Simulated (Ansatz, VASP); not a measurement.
# One calculation of MgO, two programs

```xyz
4
Lattice="3.4840 0.0000 0.0000 -1.7420 3.0172 0.0000 0.0000 0.0000 4.1853" Properties=species:S:1:pos:R:3 pbc="T T T"
Mg    0.0000    2.0115    1.0463
Mg    1.7420    1.0057    3.1390
O     1.7420    1.0057    1.0463
O     0.0000    2.0115    3.1390
```

Alike in both runs: task single point; functional PBE; k mesh 5 × 5 × 5; no spin polarisation.

|  | VASP | Ansatz |
| --- | --- | --- |
| version | VASP 6.6.1 | Ansatz 0.2.0 |
| potentials or method | VASP PAW PBE potentials, release 64 (Mg, O) | plane waves |
| plane-wave cutoff (eV) | 520 | 420 |
| occupations | gaussian, width 0.01 eV | fixed |
| valence electrons in the cell | 16 | 32 |

VASP gave:

- gap on the k mesh at the Fermi level (eV): 3.43
- pressure (GPa): 4.0
- traceless stress, the component that is largest in VASP (GPa): 0.31

What did Ansatz give for the same quantities?

gap on the k mesh at the Fermi level (eV): 3.45; pressure (GPa): 4.5; traceless stress, the component that is largest in VASP (GPa): 0.41.

VASP's potentials hold 16 valence electrons a cell and Ansatz's 32, so a difference there can come from the potentials and not from the codes.
